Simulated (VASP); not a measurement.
Set up this calculation in VASP 6.6.1, as the native input.

| Property | Result |
| --- | --- |
| Task | relaxation of cell and atoms |
| Functional | r2SCAN |
| Potentials or basis | VASP PAW PBE potentials, release 64 (Pt) |
| Cutoff | 600 eV |
| k mesh | 24 × 24 × 24 |
| Occupations | gaussian, width 0.1 eV |
| Spin | no spin polarisation |
| Dipole correction | no |
| Further INCAR settings | ALGO = Normal; EDIFF = 1e-06; IBRION = 2; EDIFFG = -0.002; NSW = 100; ISIF = 3 |

Pt:

```
Pt
1.0
     0.00000    1.97158    1.97158
     1.97158    0.00000    1.97158
     1.97158    1.97158    0.00000
Pt
1
Direct
  0.00000 0.00000 0.00000
```

One way to write it, as run:

POSCAR

```
Pt
1.0
    0.0000000000      1.9715751800      1.9715751800
    1.9715751800      0.0000000000      1.9715751800
    1.9715751800      1.9715751800      0.0000000000
Pt
1
Direct
    0.0000000000      0.0000000000      0.0000000000
```

INCAR.step1

```
ALGO     = Normal         # electronic algorithm
EDIFF    = 1E-4           # SCF threshold, eV
ENCUT    = 600            # plane-wave cutoff, eV
GGA      = PE             # functional
ISMEAR   = 0              # smearing method
LASPH    = T              # aspherical terms in the spheres
LCHARG   = F              # write CHGCAR
LREAL    = F              # projectors in reciprocal space
LWAVE    = T              # write WAVECAR
NELM     = 60             # most SCF steps
PREC     = Accurate       # precision mode
SIGMA    = 0.1            # smearing width, eV
```

INCAR.step2

```
ALGO     = Normal         # electronic algorithm
EDIFF    = 1E-6           # SCF threshold, eV
EDIFFG   = -0.002         # ionic threshold
ENCUT    = 600            # plane-wave cutoff, eV
IBRION   = 2              # ionic algorithm
ISIF     = 3              # what is computed and relaxed
ISMEAR   = 0              # smearing method
ISTART   = 1            
LASPH    = T              # aspherical terms in the spheres
LCHARG   = F              # write CHGCAR
LMIXTAU  = T            
LREAL    = F              # projectors in reciprocal space
LWAVE    = F              # write WAVECAR
METAGGA  = R2SCAN         # meta-GGA
NELM     = 60             # most SCF steps
NSW      = 100            # ionic steps
PREC     = Accurate       # precision mode
SIGMA    = 0.1            # smearing width, eV
```

KPOINTS

```
k-points
0
Gamma
  24 24 24
```

Potentials or basis: VASP PAW PBE potentials, release 64 (Pt).

Launch:

```sh
$ cat potpaw_PBE.64/Pt/POTCAR > POTCAR
$ cp INCAR.step1 INCAR
$ mpirun -np 1 vasp_std > vasp.out
$ cp INCAR.step2 INCAR
$ mpirun -np 1 vasp_std > vasp.out
```

Results of the run:

```
Relaxed volume                         : 15.33 Å³/atom
Relaxed cell                           : a = 2.789 Å, b = 2.789 Å, c = 2.789 Å, α = 60.00°, β = 60.00°, γ = 60.00°
Space group after relaxing (to 0.05 Å) : Fm-3m (No. 225)
Energy gained by relaxing              : 0.0 meV/atom
Ionic steps                            : 3
Pressure after relaxing                : 0.0 GPa
Band gap on the k mesh                 : zero (band 5 reaches 11.21 eV, above the bottom of band 6 at 8.89 eV)
```

Caveat: the PAW data sets were made with another functional, which shifts forces and pressure a little; spin-orbit coupling is left out, which moves the levels of the heavy elements.

Run time: 8.6 min on 1 thread of Intel Xeon 8259CL (shared host), peak memory 0.22 GiB.
